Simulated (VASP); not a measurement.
# AgI (Iodargyrite) (P6_3mc) in VASP: a series of runs, part 2 of 2

VASP 6.6.1. The steps go on from the part before.

### Step 4. Single point, r2SCAN

This run uses another cell than the first one, of 34.49 Å³/atom, 1.077 times its volume.

Contents of POSCAR:

```
AgI
1.0
    4.6017932288      0.0000000000      0.0000000000
   -2.3008966144      3.9852698391      0.0000000000
    0.0000000000      0.0000000000      7.5229940091
Ag I
2 2
Direct
    0.6666666667      0.3333333333      0.6275898939
    0.3333333333      0.6666666667      0.1275898939
    0.6666666667      0.3333333333      0.0024101061
    0.3333333333      0.6666666667      0.5024101061
```

Contents of INCAR.step1:

```
  PREC = Accurate
  ENCUT = 550
  ISMEAR = 0
  SIGMA = 0.01
  LREAL = F
  LASPH = T
  NELM = 120
  NBANDS = 26
  GGA = PE
  ALGO = Normal
  EDIFF = 1E-5
  LWAVE = T
  LCHARG = F
  GGA_COMPAT = F
```

Contents of INCAR.step2:

```
  PREC = Accurate
  ENCUT = 550
  EDIFF = 1E-6
  ISMEAR = 0
  SIGMA = 0.01
  LREAL = F
  LASPH = T
  NELM = 120
  ALGO = Normal
  ISIF = 2
  LWAVE = F
  LCHARG = F
  METAGGA = R2SCAN
  LMIXTAU = T
  NBANDS = 26
  ISTART = 1
  GGA_COMPAT = F
```

Contents of KPOINTS:

```
Automatic mesh
0
Gamma
  6 6 4
```

Potentials or basis: VASP PAW PBE potentials, release 64 (Ag, I).

Command:

```console
$ cat potpaw_PBE.64/Ag/POTCAR potpaw_PBE.64/I/POTCAR > POTCAR
$ cp INCAR.step1 INCAR
$ mpirun -np 1 vasp_std > vasp.out
$ cp INCAR.step2 INCAR
$ mpirun -np 1 vasp_std > vasp.out
```

OUTCAR:

```text
PREC = Accurate
   ENCUT = 550
   EDIFF = 1E-6
   ISMEAR = 0
   LREAL = F
   LASPH = T
   NELM = 120
   ISIF = 2
   METAGGA = R2SCAN
   ISTART = 1

 ion  position               nearest neighbor table
   1  0.667  0.333  0.628-   4 2.82   4 2.82   4 2.82   3 2.82
   2  0.333  0.667  0.128-   3 2.82   3 2.82   3 2.82   4 2.82
   3  0.667  0.333  0.002-   2 2.82   2 2.82   2 2.82   1 2.82
   4  0.333  0.667  0.502-   1 2.82   1 2.82   1 2.82   2 2.82

  LATTYP: Found a hexagonal cell.
[... 805 lines left out ...]
  Direction    XX          YY          ZZ          XY          YZ          ZX
  --------------------------------------------------------------------------------------
  -------------------------------------------------------------------------------------
  Total        0.7347133      0.7347133      0.7420436      0.0000000      0.0000000      0.0000000
  in kB        8.5320414      8.5320414      8.6171656      0.0000000      0.0000000      0.0000000
  external PRESSURE =       8.5604161 kB  Pullay stress =       0.0000000 kB

 VOLUME and BASIS-vectors are now :
 -----------------------------------------------------------------------------
  energy-cutoff  :      550.00
  volume of cell :      137.97
      direct lattice vectors                 reciprocal lattice vectors
     4.601793229  0.000000000  0.000000000     0.217306591  0.125462019  0.000000000
    -2.300896614  3.985269839  0.000000000     0.000000000  0.250924038  0.000000000
     0.000000000  0.000000000  7.522994009     0.000000000  0.000000000  0.132925800

 POSITION                                       TOTAL-FORCE (eV/Angst)
 -----------------------------------------------------------------------------------
      2.30090      1.32842      4.72136        -0.000000      0.000000      0.001869
     -0.00000      2.65685      0.95986         0.000000      0.000000      0.001869
      2.30090      1.32842      0.01813         0.000000      0.000000     -0.001869
     -0.00000      2.65685      3.77963        -0.000000      0.000000     -0.001869
 -----------------------------------------------------------------------------------
    total drift:                               -0.000000     -0.000000     -0.003432

  FREE ENERGIE OF THE ION-ELECTRON SYSTEM (eV)
  ---------------------------------------------------
  free  energy   TOTEN  =       -93.0415816561 eV

  energy  without entropy=      -93.0415816561  energy(sigma->0) =      -93.04158166
```

OSZICAR.step1:

```text
N       E                     dE             d eps       ncg     rms          rms(c)
DAV:   1     0.209030651140E+03    0.20903E+03   -0.16177E+04  1092   0.125E+03
DAV:   2     0.109641059309E+01   -0.20793E+03   -0.20000E+03  1212   0.242E+02
DAV:   3    -0.952790768999E+01   -0.10624E+02   -0.10554E+02  1322   0.534E+01
DAV:   4    -0.972093903961E+01   -0.19303E+00   -0.19295E+00  1370   0.703E+00
DAV:   5    -0.972230266486E+01   -0.13636E-02   -0.13635E-02  1262   0.688E-01    0.723E+00
DAV:   6    -0.954304657714E+01    0.17926E+00   -0.61038E-01  1124   0.853E+00    0.533E+00
DAV:   7    -0.954439903414E+01   -0.13525E-02   -0.15195E-01  1142   0.177E+00    0.194E+00
DAV:   8    -0.954430746672E+01    0.91567E-04   -0.91956E-03  1158   0.877E-01    0.433E-01
DAV:   9    -0.954453735562E+01   -0.22989E-03   -0.23491E-03  1196   0.417E-01    0.920E-02
DAV:  10    -0.954459462162E+01   -0.57266E-04   -0.15712E-04  1206   0.137E-01    0.306E-02
DAV:  11    -0.954465171388E+01   -0.57092E-04   -0.97122E-05  1118   0.616E-02    0.328E-02
DAV:  12    -0.954464805753E+01    0.36563E-05   -0.23084E-05   948   0.548E-02
   1 F= -.95446481E+01 E0= -.95446481E+01  d E =-.105824E-43
```

Wall time 2.2 min (1 thread of Intel Xeon 6975P-C (Granite Rapids), shared host); peak memory 0.33 GiB.

What came out:

```yaml
Free_energy: -93.0416 eV
Pressure: 0.9 GPa
Band_gap_on_the_k_mesh: 1.83 eV, direct
```

Caveat: the PAW data sets were made with another functional, which shifts forces and pressure a little; spin-orbit coupling is left out, which moves the levels of the heavy elements.

### Step 5. Single point, r2SCAN

This run uses another cell than the first one, of 35.56 Å³/atom, 1.110 times its volume.

Contents of POSCAR:

```
AgI
1.0
    4.6494879769      0.0000000000      0.0000000000
   -2.3247439885      4.0265747026      0.0000000000
    0.0000000000      0.0000000000      7.5985383239
Ag I
2 2
Direct
    0.6666666667      0.3333333333      0.6275184227
    0.3333333333      0.6666666667      0.1275184227
    0.6666666667      0.3333333333      0.0024815773
    0.3333333333      0.6666666667      0.5024815773
```

Contents of INCAR.step1:

```
SYSTEM = AgI
PREC = Accurate ; ENCUT = 550
ISMEAR = -1 ; SIGMA = 0.1
LREAL = .FALSE. ; LASPH = .TRUE.
NELM = 120 ; NBANDS = 26
GGA = PE ; ALGO = Normal
EDIFF = 1E-5 ; LWAVE = .TRUE.
LCHARG = .FALSE. ; GGA_COMPAT = .FALSE.
```

Contents of INCAR.step2:

```
SYSTEM = AgI
PREC = Accurate ; ENCUT = 550
EDIFF = 1E-6 ; ISMEAR = -1
SIGMA = 0.1 ; LREAL = .FALSE.
LASPH = .TRUE. ; NELM = 120
ALGO = Normal ; ISIF = 2
LWAVE = .FALSE. ; LCHARG = .FALSE.
METAGGA = R2SCAN ; LMIXTAU = .TRUE.
NBANDS = 26 ; ISTART = 1
GGA_COMPAT = .FALSE.
```

Contents of KPOINTS:

```
Automatic mesh
0
G
  10 10 6
  0 0 0
```

Command:

```console
$ cat potpaw_PBE.64/Ag/POTCAR potpaw_PBE.64/I/POTCAR > POTCAR
$ cp INCAR.step1 INCAR
$ mpirun -np 1 vasp_std > vasp.out
$ cp INCAR.step2 INCAR
$ mpirun -np 1 vasp_std > vasp.out
```

It took 5.4 min on 1 thread of Intel Xeon 6975P-C (Granite Rapids), shared host; peak memory 0.42 GiB.

It converged, with:

```
Free energy            : -93.0531 eV
Pressure               : -0.1 GPa
Band gap on the k mesh : 1.83 eV, direct
```

Levels at points of the mesh, in eV from the valence-band top:
```
           k point  band 15  band 16  band 17  band 18  band 19  band 20  band 21  band 22
(0.00, 0.00, 0.00)    -0.68    -0.06     0.00     0.00     1.83     3.10     6.29     6.29
(0.50, 0.00, 0.00)    -2.09    -1.70    -0.97    -0.68     3.76     3.98     5.14     6.26
(0.00, 0.00, 0.50)    -0.35    -0.35    -0.35    -0.35     3.10     3.10     6.03     6.03
(0.50, 0.00, 0.50)    -1.18    -1.18    -1.17    -1.17     3.68     3.68     5.28     5.28
```

Caveat: the PAW data sets were made with another functional, which shifts forces and pressure a little; spin-orbit coupling is left out, which moves the levels of the heavy elements.

### Step 6. Summary

| cell | k mesh | smearing | gap on the mesh (eV) | pressure (GPa) |
| --- | --- | --- | --- | --- |
| a = 4.464, b = 4.464, c = 7.425 Å, angles 90.0, 90.0, 120.0°, 4 atoms | 6 × 6 × 4 | gaussian 0.01 eV | 1.83 | 3.8 |
| a = 4.555, b = 4.555, c = 7.469 Å, angles 90.0, 90.0, 120.0°, 4 atoms | 6 × 6 × 4 | gaussian 0.01 eV | 1.83 | 1.9 |
| a = 4.602, b = 4.602, c = 7.523 Å, angles 90.0, 90.0, 120.0°, 4 atoms | 6 × 6 × 4 | gaussian 0.01 eV | 1.83 | 0.9 |
| a = 4.649, b = 4.649, c = 7.599 Å, angles 90.0, 90.0, 120.0°, 4 atoms | 10 × 10 × 6 | fermi-dirac 0.1 eV | 1.83 | -0.1 |

Alike in all rows: task single point; level r2SCAN; potentials or basis VASP PAW PBE potentials, release 64 (Ag, I); no spin polarisation; cutoff (eV) 550.

Caveats: the PAW data sets were made with another functional, which shifts forces and pressure a little; spin-orbit coupling is left out, which moves the levels of the heavy elements.

Absolute energies hang on the potentials; compare differences alone.
